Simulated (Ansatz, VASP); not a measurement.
# Two plane-wave programs on CdTe

File INCAR:

```
SYSTEM = CdTe
  PREC = Accurate
  ENCUT = 520
  EDIFF = 1E-6
  ISMEAR = 0
  SIGMA = 0.05
  LREAL = .False.
  LASPH = .True.
  NELM = 100
  ALGO = Normal
  ISIF = 2
  LWAVE = .False.
  LCHARG = .True.
  GGA = PE
  LELF = .True.
  LVHAR = .True.
  NBANDS = 16
```

File KPOINTS:

```
Automatic mesh
0
Gamma
  8 8 8
  0 0 0
```

File POSCAR:

```
CdTe
1.0
    0.0000000000      3.1569250000      3.2050000000
    3.1569250000      0.0000000000      3.2050000000
    3.1569250000      3.1569250000      0.0000000000
Cd Te
1 1
Direct
    0.0000000000      0.0000000000      0.0000000000
    0.7500000000      0.7500000000      0.7500000000
```

Input for Ansatz:

```yaml
crystal:
  lattice:
    - [0.0, 3.156925, 3.205]
    - [3.156925, 0.0, 3.205]
    - [3.156925, 3.156925, 0.0]
  atoms:
    - { symbol: Cd, position: [0.0, 0.0, 0.0] }
    - { symbol: Te, position: [0.75, 0.75, 0.75] }
basis:
  ecutwfc: 420
kpoints:
  mp_grid: { grid: [8, 8, 8] }
hamiltonian:
  xc: pbe
scf:
  occupations: { method: gaussian, width: 0.05 }
output:
  forces: true
  stress: true
  eigenvalues: true
  write_density: true
  write_potential: true
  elf: true
  volumetric_format: npy
```

Change from the starting cell: strain -0.015 along x and y, +0.000 along z, atoms carried along.

Alike in both runs: task single point; functional PBE; k mesh 8 × 8 × 8; occupations gaussian, width 0.05 eV; no spin polarisation.

```csv
,VASP,Ansatz
version,VASP 6.6.1,Ansatz 0.2.0
potentials or method,"VASP PAW PBE potentials, release 64 (Cd, Te), cutoff 520 eV","scalar-relativistic, plane waves, PAW"
valence electrons in the cell,18,36
```

|  | VASP | Ansatz | Ansatz less VASP |
| --- | --- | --- | --- |
| gap on the k mesh at the Fermi level (eV) | 0.95 | 0.95 | -0.001 |
| least direct gap on the mesh (eV) | 0.95 | 0.95 | -0.001 |
| pressure (GPa) | 6.2 | 6.0 | -0.17 |
| traceless stress, the component that is largest in VASP (GPa) | -0.12 | -0.12 | -0.001 |

VASP's potentials hold 18 valence electrons a cell and Ansatz's 36, so a difference there can come from the potentials and not from the codes.

Spin-orbit coupling is off throughout.
